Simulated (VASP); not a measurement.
# AlN (f.bd3): single point with PBE+D3(BJ)

The system is AlN (f.bd3).

```
Al N
1.0
     3.10892    0.00000    0.00000
    -1.55446    2.69241    0.00000
     0.00000    0.00000    4.97797
Al N
2 2
Direct
  0.33333 0.66667 0.99756
  0.66667 0.33333 0.49756
  0.33333 0.66667 0.37944
  0.66667 0.33333 0.87944
```

- Program: VASP 6.6.1
- Task: single point
- Functional: PBE
- Dispersion: D3(BJ)
- Potentials or basis: VASP PAW PBE potentials, release 64 (Al, N)
- Cutoff: 600 eV
- k mesh: 9 × 9 × 6
- Occupations: gaussian, width 0.02 eV
- Spin: no spin polarisation

The pressure is -0.3 GPa and the band gap on the k mesh is 4.23 eV, direct. The dispersion energy per atom is -0.269 eV.

Levels at points of the mesh, in eV from the valence-band top:
```tsv
k point	band 4	band 5	band 6	band 7	band 8	band 9	band 10	band 11	band 12	band 13
(0.00, 0.00, 0.00)	-0.87	-0.87	-0.22	-0.22	0.00	4.23	6.68	10.63	11.16	11.16
(0.00, 0.00, 0.50)	-3.34	-0.56	-0.56	-0.56	-0.56	6.49	6.49	10.34	10.34	11.48
```

Wall time 48 s on 1 thread of Intel Xeon 6975P-C (shared host), peak memory 0.2 GiB.

A k mesh can miss the band edges.
